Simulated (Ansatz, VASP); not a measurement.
Na2BrCl: VASP beside Ansatz

The input INCAR:

```
  PREC = Accurate
  ENCUT = 520
  EDIFF = 1E-7
  ISMEAR = 0
  SIGMA = 0.05
  LREAL = False
  LASPH = True
  NELM = 100
  ALGO = Normal
  ISIF = 2
  LWAVE = False
  LCHARG = True
  GGA = CA
  LELF = True
  LVHAR = True
  NBANDS = 22
```

KPOINTS

```
regular mesh
0
Gamma
  9 9 9
```

File POSCAR:

```
Na2BrCl
1.0
    2.0449161063      1.1806328644      6.1469757516
   -2.0449161063      1.1806328644      6.1469757516
    0.0000000000     -2.3612657288      6.1469757516
Na Br Cl
2 1 1
Direct
    0.2545086910      0.2545086910      0.2545086910
    0.7454913090      0.7454913090      0.7454913090
    0.5000000000      0.5000000000      0.5000000000
    0.0000000000      0.0000000000      0.0000000000
```

Input for Ansatz:

```yaml
crystal:
  lattice:
    - [2.0449161063, 1.1806328644, 6.1469757516]
    - [-2.0449161063, 1.1806328644, 6.1469757516]
    - [0.0, -2.3612657288, 6.1469757516]
  atoms:
    - { symbol: Na, position: [0.254508691, 0.254508691, 0.254508691] }
    - { symbol: Na, position: [0.745491309, 0.745491309, 0.745491309] }
    - { symbol: Br, position: [0.5, 0.5, 0.5] }
    - { symbol: Cl, position: [0.0, 0.0, 0.0] }
basis:
  ecutwfc: 420
kpoints:
  mp_grid: { grid: [9, 9, 9] }
hamiltonian:
  xc: lda
scf:
  occupations: { method: gaussian, width: 0.05 }
output:
  forces: true
  stress: true
  eigenvalues: true
```

Alike in both runs: task single point; functional LDA; k mesh 9 × 9 × 9; occupations gaussian, width 0.05 eV; no spin polarisation.

|  | VASP | Ansatz |
| --- | --- | --- |
| version | VASP 6.6.1 | Ansatz 0.2.0 |
| potentials or method | VASP PAW LDA potentials, release 64 (Na_pv, Br, Cl), cutoff 520 eV | scalar-relativistic, plane waves, PAW |
| valence electrons in the cell | 28 | 32 |

|  | VASP | Ansatz | Ansatz less VASP |
| --- | --- | --- | --- |
| gap on the k mesh at the Fermi level (eV) | 4.29 | 4.28 | -0.010 |
| least direct gap on the mesh (eV) | 4.29 | 4.28 | -0.010 |
| pressure (GPa) | 0.0 | 0.0 | -0.01 |
| traceless stress, the component that is largest in VASP (GPa) | 1.10 | 1.10 | +0.004 |
| rms of the force components (eV/Å) | 0.006 | 0.006 | -0.0004 |

LDA's correlation is that of Perdew and Zunger in VASP and of Perdew and Wang (1992) in Ansatz. Atom by atom the forces differ by 0.000 eV/Å (rms over components). VASP's potentials hold 28 valence electrons a cell and Ansatz's 32, so a difference there can come from the potentials and not from the codes.
